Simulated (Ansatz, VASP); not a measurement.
# KCl in VASP and in Ansatz

INCAR

```
SYSTEM = KCl
PREC = Accurate ; ENCUT = 520
EDIFF = 1E-6 ; ISMEAR = 0
SIGMA = 0.05 ; LREAL = .False.
LASPH = .True. ; NELM = 80
ALGO = Normal ; ISIF = 2
LWAVE = .False. ; LCHARG = .False.
GGA = PS ; NBANDS = 15
```

File KPOINTS:

```
Automatic mesh
0
Gamma
  6 6 6
  0 0 0
```

POSCAR

```
KCl
1.0
    0.0000000000      3.4085880000      3.2823440000
    3.4085880000      0.0000000000      3.2823440000
    3.4085880000      3.4085880000      0.0000000000
K Cl
1 1
Direct
    0.0000000000      0.0000000000      0.0000000000
    0.5000000000      0.5000000000      0.5000000000
```

Input for Ansatz:

```yaml
crystal:
  lattice:
    - [0.0, 3.408588, 3.282344]
    - [3.408588, 0.0, 3.282344]
    - [3.408588, 3.408588, 0.0]
  atoms:
    - { symbol: K, position: [0.0, 0.0, 0.0] }
    - { symbol: Cl, position: [0.5, 0.5, 0.5] }
basis:
  ecutwfc: 420
kpoints:
  mp_grid: { grid: [6, 6, 6] }
hamiltonian:
  xc: pbesol
scf:
  occupations: { method: gaussian, width: 0.05 }
output:
  forces: true
  stress: true
  eigenvalues: true
```

Change from the starting cell: strain +0.080 along x and y, +0.040 along z, atoms carried along.

Alike in both runs: task single point; functional PBEsol; k mesh 6 × 6 × 6; occupations gaussian, width 0.05 eV; no spin polarisation.

```csv
,VASP,Ansatz
version,VASP 6.6.1,Ansatz 0.2.0
potentials or method,"VASP PAW PBE potentials, release 64 (K_sv, Cl), cutoff 520 eV","scalar-relativistic, plane waves, PAW"
valence electrons in the cell,16,16
```

|  | VASP | Ansatz | Ansatz less VASP |
| --- | --- | --- | --- |
| gap on the k mesh at the Fermi level (eV) | 4.46 | 4.46 | +0.002 |
| least direct gap on the mesh (eV) | 4.46 | 4.46 | +0.002 |
| pressure (GPa) | -2.3 | -2.3 | 0.00 |
| traceless stress, the component that is largest in VASP (GPa) | 0.18 | 0.18 | -0.009 |

VASP's potentials were made for PBE, not for PBEsol.
